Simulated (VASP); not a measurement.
Here is a VASP 6.6.1 calculation.

The input INCAR:

```
SYSTEM = KCr
PREC = Accurate
ENCUT = 500
EDIFF = 1E-6
ISMEAR = -1
SIGMA = 0.1
LREAL = .False.
LASPH = .True.
NELM = 120
ALGO = Normal
ISIF = 2
LWAVE = .False.
LCHARG = .True.
GGA = PE
LELF = .True.
LVHAR = .True.
NBANDS = 18
GGA_COMPAT = .False.
```

KPOINTS

```
regular mesh
0
Gamma
  5 5 5
  0 0 0
```

Contents of POSCAR:

```
KCr
1.0
    3.6669010000      0.0000000000      0.0000000000
    0.0000000000      3.6669010000      0.0000000000
    0.0000000000      0.0000000000      3.6669010000
Cr K
1 1
Direct
    0.0000000000      0.0000000000      0.0000000000
    0.5000000000      0.5000000000      0.5000000000
```

Potentials or basis: VASP PAW PBE potentials, release 64 (Cr_pv, K_sv).

Launch:

```console
$ cat potpaw_PBE.64/Cr_pv/POTCAR potpaw_PBE.64/K_sv/POTCAR > POTCAR
$ mpirun -np 1 vasp_std > vasp.out
```

(1) Estimate the pressure.

Results:

(1) 2.6 GPa.
